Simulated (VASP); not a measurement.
The system is GaGe3.

```xyz
4
Lattice="4.2785 0.0000 0.0000 0.0000 4.2785 0.0000 0.0000 0.0000 4.2785" Properties=species:S:1:pos:R:3 pbc="T T T"
Ge    2.1392    2.1392    0.0000
Ge    2.1392    0.0000    2.1392
Ge    0.0000    2.1392    2.1392
Ga    0.0000    0.0000    0.0000
```

* Program: VASP 6.6.1
* Task: relaxation of cell and atoms
* Functional: PBEsol
* Potentials or basis: VASP PAW PBE potentials, release 64 (Ge_d, Ga_d)
* Cutoff: 600 eV
* k mesh: 6 × 6 × 6
* Occupations: fermi-dirac, width 0.05 eV
* Spin: no spin polarisation

At the start: pressure -3.4 GPa; volume 19.58 Å³/atom.

Where does the relaxation end?

Over 3 steps the energy falls by 12.3 meV/atom and the volume is 18.47 Å³/atom (-5.7 %); space group Pm-3m (No. 221, to 0.1 Å) before and after.

Step by step:
```
step  energy change (eV)  largest force (eV/Å)  pressure (GPa)  volume (Å³)
   1              0.0000                0.0000           -3.37        78.32
   2             -0.0491                0.0000            0.12        73.74
   3             -0.0491                0.0000            0.01        73.87
```

Final structure:
```
CELL_PARAMETERS angstrom
4.19591 0.00000 0.00000
0.00000 4.19591 0.00000
0.00000 0.00000 4.19591
ATOMIC_POSITIONS crystal
Ge 0.50000 0.50000 0.00000
Ge 0.50000 0.00000 0.50000
Ge 0.00000 0.50000 0.50000
Ga 0.00000 0.00000 0.00000
```

Caveat: the PAW data sets were made with another functional, which shifts forces and pressure a little.
